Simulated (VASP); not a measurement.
A run of VASP 6.6.1 is set up as follows.

Contents of INCAR:

```
SYSTEM = LaCoPO
  PREC = Accurate
  ENCUT = 520
  EDIFF = 1E-7
  ISMEAR = -1
  SIGMA = 0.1
  LREAL = .False.
  LASPH = .True.
  NELM = 150
  ALGO = Normal
  ISIF = 2
  LWAVE = .False.
  LCHARG = .False.
  ISPIN = 2
  MAGMOM = 0.04 0.04 1.44 1.44 0.12 0.12 0.02 0.02
  LORBIT = 11
  NUPDOWN = 3.6
  LMAXMIX = 6
  GGA = PE
  NBANDS = 45
```

Contents of KPOINTS:

```
Automatic mesh
0
Gamma
  6 6 3
  0 0 0
```

Contents of POSCAR:

```
LaCoPO
1.0
    3.9912560000      0.0000000000      0.0000000000
    0.0000000000      3.9912560000      0.0000000000
    0.0000000000      0.0000000000      8.2649260000
La Co P O
2 2 2 2
Direct
    0.0000000000      0.5000000000      0.8468680000
    0.5000000000      0.0000000000      0.1531320000
    0.5000000000      0.5000000000      0.5000000000
    0.0000000000      0.0000000000      0.5000000000
    0.5000000000      0.0000000000      0.6183690000
    0.0000000000      0.5000000000      0.3816310000
    0.0000000000      0.0000000000      0.0000000000
    0.5000000000      0.5000000000      0.0000000000
```

Potentials or basis: VASP PAW PBE potentials, release 64 (La, Co, P, O).

Command:

```console
$ cat potpaw_PBE.64/La/POTCAR potpaw_PBE.64/Co/POTCAR potpaw_PBE.64/P/POTCAR potpaw_PBE.64/O/POTCAR > POTCAR
$ mpirun -np 1 vasp_std > vasp.out
```

Q: What does it give for the largest force?

A: 0.699 eV/Å.

Q: Estimate the pressure.

A: 2.9 GPa.

Forces in eV/Å, atoms in the order of the input:
```
La   0.000  0.000  0.033
La   0.000  0.000 -0.033
Co   0.000  0.000  0.000
Co   0.000  0.000  0.000
P    0.000  0.000  0.699
P    0.000  0.000 -0.699
O    0.000  0.000  0.000
O    0.000  0.000  0.000
```

Caveat: the total moment is fixed, so each spin has its own Fermi level and the state may be an excited one.
